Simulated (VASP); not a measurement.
# BN (P1) in VASP: further runs, part 3 of 3

VASP 6.6.1. Earlier steps stand in the parts before.

### Step 5. Single point, r2SCAN

Contents of POSCAR:

```
BN
1.0
    2.4741443238      0.0000000000      0.0000000000
   -1.2298612564      2.1468189082      0.0000000000
   -0.6221415337     -1.0734094541      2.9816898573
N B
1 1
Direct
    0.6685060000      0.3323850000      0.9849990000
    0.9796430000      0.9834990000      0.0018060000
```

Contents of INCAR.step1:

```
ALGO     = Normal         # electronic algorithm
EDIFF    = 1E-4           # SCF threshold, eV
ENCUT    = 520            # plane-wave cutoff, eV
GGA      = PE             # functional
ISMEAR   = -1             # smearing method
LASPH    = T              # aspherical terms in the spheres
LCHARG   = F              # write CHGCAR
LREAL    = F              # projectors in reciprocal space
LWAVE    = T              # write WAVECAR
NBANDS   = 11             # bands
NELM     = 60             # most SCF steps
PREC     = Accurate       # precision mode
SIGMA    = 0.05           # smearing width, eV
```

Contents of INCAR.step2:

```
ALGO     = Normal         # electronic algorithm
EDIFF    = 1E-6           # SCF threshold, eV
ENCUT    = 520            # plane-wave cutoff, eV
ISIF     = 2              # what is computed and relaxed
ISMEAR   = -1             # smearing method
ISTART   = 1            
LASPH    = T              # aspherical terms in the spheres
LCHARG   = F              # write CHGCAR
LMIXTAU  = T            
LREAL    = F              # projectors in reciprocal space
LWAVE    = F              # write WAVECAR
METAGGA  = R2SCAN         # meta-GGA
NBANDS   = 11             # bands
NELM     = 60             # most SCF steps
PREC     = Accurate       # precision mode
SIGMA    = 0.05           # smearing width, eV
```

Contents of KPOINTS:

```
k-points
0
Gamma
  13 13 9
```

Started as:

```
> cat potpaw_PBE.64/N/POTCAR potpaw_PBE.64/B/POTCAR > POTCAR
> cp INCAR.step1 INCAR
> mpirun -np 1 vasp_std > vasp.out
> cp INCAR.step2 INCAR
> mpirun -np 1 vasp_std > vasp.out
```

Run time: 4.5 min. Hardware: 1 thread of Intel Xeon Platinum 8488C (Sapphire Rapids), shared host; peak memory 0.23 GiB.

Results (log left out):

```
Free energy            : -19.1121 eV
Pressure               : 13.2 GPa
Largest force          : 2.986 eV/Å
Band gap on the k mesh : 3.30 eV (least direct gap 5.33 eV)
```

Forces in eV/Å, atoms in the order of the input:
```
N   -1.819 -2.290  0.601
B    1.819  2.290 -0.601
```

Stress tensor (GPa, compression positive):
```
 8.61 -6.13  0.65
-6.13 23.45  1.32
 0.65  1.32  7.64
```

Levels at points of the mesh, in eV from the valence-band top:
```csv
k point,band 1,band 2,band 3,band 4,band 5,band 6,band 7,band 8,band 9
"(0.00, 0.00, 0.00)",-19.68,-4.12,-2.64,-0.90,6.03,11.13,13.28,14.61,16.44
```

Caveat: the cell stands under pressure; the PAW data sets were made with another functional, which shifts forces and pressure a little; an odd mesh through Γ misses points on the zone boundary, where band edges can lie.

### Step 6. Overview

```tsv
level	cell	k mesh	grid for exact exchange (PRECFOCK)	share of exact exchange	gap on the mesh (eV)	pressure (GPa)	largest force (eV/Å)
PBE0	a = 2.474, b = 2.474, c = 3.230 Å, angles 101.1, 101.1, 119.8°, 2 atoms	6 × 6 × 4	Normal	0.25	4.91	11.5	3.07
PBE0	a = 2.491, b = 2.491, c = 3.252 Å, angles 101.1, 101.1, 119.8°, 2 atoms	6 × 6 × 4	Normal	0.25	4.92	5.2	2.94
r2SCAN	a = 2.457, b = 2.457, c = 3.207 Å, angles 101.1, 101.1, 119.8°, 2 atoms	13 × 13 × 9	-	-	3.29	20.2	3.13
r2SCAN	a = 2.474, b = 2.474, c = 3.230 Å, angles 101.1, 101.1, 119.8°, 2 atoms	13 × 13 × 9	-	-	3.30	13.2	2.99
```

Alike in all rows: task single point; potentials or basis VASP PAW PBE potentials, release 64 (N, B); no spin polarisation; cutoff (eV) 520; smearing fermi-dirac 0.05 eV.

Caveats: some runs use coarse meshes; the PAW data sets were made with another functional, which shifts forces and pressure a little; the cell stands under pressure (at least some runs); an odd mesh through Γ misses points on the zone boundary, where band edges can lie (at least some runs).

Total energies depend on the potentials used, so only differences within one code and one set of settings carry meaning.
